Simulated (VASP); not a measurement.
A run of VASP 6.6.1 is set up as follows.

INCAR

```
SYSTEM = SrO
PREC     = Accurate       ! precision mode
ENCUT    = 520            ! plane-wave cutoff, eV
EDIFF    = 1E-8           ! SCF threshold, eV
ISMEAR   = -1             ! smearing method
SIGMA    = 0.02           ! smearing width, eV
LREAL    = .False.        ! projectors in reciprocal space
LASPH    = .True.         ! aspherical terms in the spheres
NELM     = 60             ! most SCF steps
ALGO     = Normal         ! electronic algorithm
ISIF     = 2              ! what is computed and relaxed
LWAVE    = .False.        ! write WAVECAR
LCHARG   = .False.        ! write CHGCAR
LEFG     = .True.       
NBANDS   = 15             ! bands
```

Contents of KPOINTS:

```
regular mesh
0
Gamma
  8 8 8
  0 0 0
```

The input POSCAR:

```
SrO
1.0
    0.0256980000      2.5826490000      2.5826490000
    2.5826490000      0.0256980000      2.5826490000
    2.5826490000      2.5826490000      0.0256980000
Sr O
1 1
Direct
    0.0000000000      0.0000000000      0.0000000000
    0.5000000000      0.5000000000      0.5000000000
```

Potentials or basis: VASP PAW LDA potentials, release 64 (Sr_sv, O).

The run is started by

```sh
$ cat potpaw_LDA.64/Sr_sv/POTCAR potpaw_LDA.64/O/POTCAR > POTCAR
$ mpirun -np 1 vasp_std > vasp.out
```

(1) What does it give for the pressure?

(2) Predict the band gap on the k mesh.

Results:

(1) -3.5 GPa.

(2) 3.09 eV, indirect (least direct gap 3.17 eV).

Caveat: the cell differs from its parent crystal (equal xy, yz and zx shear strains of +1 %); without QUAD_EFG the Cq values of the log hold for a quadrupole moment of 1 mb, not for the nuclei.
